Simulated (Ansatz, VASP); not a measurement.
**One calculation of SiC20, two programs**

The input INCAR:

```
PREC = Accurate ; ENCUT = 520
EDIFF = 1E-6 ; ISMEAR = 0
SIGMA = 0.1 ; LREAL = Auto
LASPH = T ; NELM = 100
ALGO = Normal ; ISIF = 2
LWAVE = F ; LCHARG = F
LDIPOL = T ; IDIPOL = 3
DIPOL = 0.5 0.5 0.306 ; GGA = PE
IVDW = 12 ; NBANDS = 58
```

KPOINTS

```
Automatic mesh
0
Gamma
  6 4 1
```

POSCAR

```
SiC20
1.0
    4.9300510483      0.0000000000      0.0000000000
   -1.2325127621      7.0736882673      0.0000000000
    0.0000000000      0.0000000000     22.1293523549
C Si
20 1
Direct
    0.3858166895      0.5432667578      0.1807554029
    0.8858166895      0.5432667578      0.1807554029
    0.2722014076      0.0888056305      0.2267404590
    0.7722014076      0.0888056305      0.2267404590
    0.4009962183      0.6039848731      0.2420688497
    0.9009962183      0.6039848731      0.2420688497
    0.0297911243      0.1191644973      0.2573972018
    0.5297911243      0.1191644973      0.2573972018
    0.1585861258      0.6343445031      0.2727255152
    0.6585861258      0.6343445031      0.2727255152
    0.0461074868      0.1844301691      0.3199090572
    0.5461074868      0.1844301691      0.3199090572
    0.1537589873      0.6150359018      0.3368154657
    0.6537589873      0.6150359018      0.3368154657
    0.3084764848      0.2339064522      0.3480645378
    0.8084764848      0.2339064522      0.3480645378
    0.3880568074      0.5522270554      0.3629961795
    0.8880568074      0.5522270554      0.3629961795
    0.3445502047      0.3782016492      0.3944694004
    0.8445502047      0.3782016492      0.3944694004
    0.7195502047      1.1282016492      0.5345548376
```

Input for Ansatz:

```yaml
crystal:
  lattice:
    - [4.9300510483, 0.0, 0.0]
    - [-1.2325127621, 7.0736882673, 0.0]
    - [0.0, 0.0, 22.1293523549]
  atoms:
    - { symbol: C, position: [0.3858166895, 0.5432667578, 0.1807554029] }
    - { symbol: C, position: [0.8858166895, 0.5432667578, 0.1807554029] }
    - { symbol: C, position: [0.2722014076, 0.0888056305, 0.226740459] }
    - { symbol: C, position: [0.7722014076, 0.0888056305, 0.226740459] }
    - { symbol: C, position: [0.4009962183, 0.6039848731, 0.2420688497] }
    - { symbol: C, position: [0.9009962183, 0.6039848731, 0.2420688497] }
    - { symbol: C, position: [0.0297911243, 0.1191644973, 0.2573972018] }
    - { symbol: C, position: [0.5297911243, 0.1191644973, 0.2573972018] }
    - { symbol: C, position: [0.1585861258, 0.6343445031, 0.2727255152] }
    - { symbol: C, position: [0.6585861258, 0.6343445031, 0.2727255152] }
    - { symbol: C, position: [0.0461074868, 0.1844301691, 0.3199090572] }
    - { symbol: C, position: [0.5461074868, 0.1844301691, 0.3199090572] }
    - { symbol: C, position: [0.1537589873, 0.6150359018, 0.3368154657] }
    - { symbol: C, position: [0.6537589873, 0.6150359018, 0.3368154657] }
    - { symbol: C, position: [0.3084764848, 0.2339064522, 0.3480645378] }
    - { symbol: C, position: [0.8084764848, 0.2339064522, 0.3480645378] }
    - { symbol: C, position: [0.3880568074, 0.5522270554, 0.3629961795] }
    - { symbol: C, position: [0.8880568074, 0.5522270554, 0.3629961795] }
    - { symbol: C, position: [0.3445502047, 0.3782016492, 0.3944694004] }
    - { symbol: C, position: [0.8445502047, 0.3782016492, 0.3944694004] }
    - { symbol: Si, position: [0.7195502047, 1.1282016492, 0.5345548376] }
basis:
  ecutwfc: 420
kpoints:
  mp_grid: { grid: [6, 4, 1] }
hamiltonian:
  xc: pbe
  pseudopotentials: { kind: paw, azcp: { folder: soft_1 } }
  dispersion: d3bj
scf:
  occupations: { method: gaussian, width: 0.1 }
output:
  forces: true
  eigenvalues: true
efield:
  axis: 3
  dipole_correction: true
  ramp_width: 0.04
```

Alike in both runs: task single point; functional PBE; dispersion D3(BJ); k mesh 6 × 4 × 1; occupations gaussian, width 0.1 eV; no spin polarisation.

```csv
,VASP,Ansatz
version,VASP 6.6.1,Ansatz 0.2.0
potentials or method,"VASP PAW PBE potentials, release 64 (C, Si), cutoff 520 eV","scalar-relativistic, plane waves, PAW"
valence electrons in the cell,84,84
```

```csv
,VASP,Ansatz,Ansatz less VASP
gap on the k mesh at the Fermi level (eV),none,none,-
rms of the force components (eV/Å),0.731,0.741,+0.0093
```

Atom by atom the forces differ by 0.020 eV/Å (rms over components). A gap of «none» marks a metal or a gap that the smearing closes. Ansatz's warnings: vacuum below fermi.
